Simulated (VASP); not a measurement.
The system is WC.

```
W C
1.0
     0.00000    2.16305    2.16305
     2.16305    0.00000    2.16305
     2.16305    2.16305    0.00000
W C
1 1
Direct
  0.00000 0.00000 0.00000
  0.50000 0.50000 0.50000
```

Base run:

| Item | Value |
| --- | --- |
| Program | VASP 6.6.1 |
| Functional | PBE |
| Potentials or basis | VASP PAW PBE potentials, release 64 (W_sv, C) |
| Cutoff | 520 eV |
| k mesh | 10 × 10 × 10 |
| Occupations | fermi-dirac, width 0.05 eV |
| Spin | no spin polarisation |

Its results: band gap on the k mesh zero (band 9 reaches 14.17 eV, above the bottom of band 10 at 10.79 eV); pressure 15.6 GPa.

Task: The run is repeated on the same cell with these changes: functional from PBE to r2SCAN. What comes out?

Result: Band gap on the k mesh zero (band 9 reaches 14.22 eV, above the bottom of band 10 at 10.69 eV); pressure 12.5 GPa.

Caveats: spin-orbit coupling is left out, which moves the levels of the heavy elements; the PAW data sets were made with another functional, which shifts forces and pressure a little (some runs).
